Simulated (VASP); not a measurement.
Here is a VASP 6.6.1 calculation.

Contents of INCAR:

```
  PREC = Accurate
  ENCUT = 520
  EDIFF = 1E-6
  ISMEAR = 0
  SIGMA = 0.05
  LREAL = F
  LASPH = T
  NELM = 80
  ALGO = Normal
  ISIF = 2
  LWAVE = F
  LCHARG = F
  GGA = PE
  NBANDS = 54
```

Contents of KPOINTS:

```
Automatic mesh
0
Gamma
  8 8 8
```

Contents of POSCAR:

```
FeGe
1.0
    4.6626167163      0.0000000000      0.0000000000
    0.0000000000      4.6626167163      0.0000000000
    0.0000000000      0.0000000000      4.6626167163
Fe Ge
4 4
Direct
    0.1349101328      0.1349101328      0.1349101328
    0.3650898672      0.8650898672      0.6349101328
    0.6349101328      0.3650898672      0.8650898672
    0.8650898672      0.6349101328      0.3650898672
    0.8417623853      0.8417623853      0.8417623853
    0.6582376147      0.1582376147      0.3417623853
    0.3417623853      0.6582376147      0.1582376147
    0.1582376147      0.3417623853      0.6582376147
```

Potentials or basis: VASP PAW PBE potentials, release 64 (Fe, Ge_d).

Command:

```bash
$ cat potpaw_PBE.64/Fe/POTCAR potpaw_PBE.64/Ge_d/POTCAR > POTCAR
$ mpirun -np 1 vasp_std > vasp.out
```

Task: What does it give for the band gap on the k mesh?

Result: 0.09 eV, indirect (least direct gap 0.11 eV).

Task: Predict the largest force.

Result: 0.374 eV/Å.

Forces on the atoms (eV/Å):
```
Fe  -0.066 -0.066 -0.066
Fe   0.066  0.066 -0.066
Fe  -0.066  0.066  0.066
Fe   0.066 -0.066  0.066
Ge  -0.216 -0.216 -0.216
Ge   0.216  0.216 -0.216
Ge  -0.216  0.216  0.216
Ge   0.216 -0.216  0.216
```

A k mesh can miss the band edges. Spin polarisation is off, so any magnetic state and its effect on volume and gap are missing.
